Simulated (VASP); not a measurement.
Crystal: InP2.

```
In P
1.0
    -2.31784    2.31784    5.58956
     2.31784   -2.31784    5.58956
     2.31784    2.31784   -5.58956
In P
2 4
Direct
  0.00000 0.00000 0.00000
  0.75000 0.25000 0.50000
  0.78721 0.78721 0.00000
  0.53721 0.03721 0.50000
  0.96279 0.46279 0.50000
  0.21279 0.21279 0.00000
```

```yaml
Program: VASP 6.6.1
Task: relaxation of cell and atoms
Functional: PBE
Potentials_or_basis: VASP PAW PBE potentials, release 64 (In_d, P)
Cutoff: 600 eV
k_mesh: 6 × 6 × 6
Occupations: gaussian, width 0.1 eV
Spin: no spin polarisation
```

At the start: pressure 33.6 GPa; volume 20.02 Å³/atom.

**Question.** How do energy, volume and symmetry change on relaxing?

**Answer.** Over 5 steps the energy falls by 606.7 meV/atom and the volume is 27.56 Å³/atom (+37.7 %); space group I4_1/amd (No. 141, to 0.05 Å).

The path:
| step | energy change (eV) | largest force (eV/Å) | pressure (GPa) | volume (Å³) |
| --- | --- | --- | --- | --- |
| 1 | 0.0000 | 1.0799 | 33.59 | 120.12 |
| 2 | -2.3683 | 0.7261 | -6.81 | 208.79 |
| 3 | -3.5759 | 0.3267 | -0.04 | 164.86 |
| 4 | -3.6356 | 0.1081 | 0.07 | 165.26 |
| 5 | -3.6401 | 0.0171 | 0.18 | 165.38 |

Final structure:
```cif
data_structure
_symmetry_space_group_name_H-M 'P 1'
_symmetry_Int_Tables_number 1
_cell_length_a 7.0505
_cell_length_b 7.0505
_cell_length_c 7.0505
_cell_angle_alpha 136.254
_cell_angle_beta 136.254
_cell_angle_gamma 63.587
_cell_volume 165.38
loop_
_atom_site_label
_atom_site_type_symbol
_atom_site_fract_x
_atom_site_fract_y
_atom_site_fract_z
_atom_site_occupancy
In1 In 0.00000 0.00000 0.00000 1
In2 In 0.75000 0.25000 0.50000 1
P1 P 0.78586 0.78586 0.00000 1
P2 P 0.53586 0.03586 0.50000 1
P3 P 0.96414 0.46414 0.50000 1
P4 P 0.21414 0.21414 0.00000 1
```

Caveat: the volume moved by over 15 % at a fixed basis, so the end points are rough.
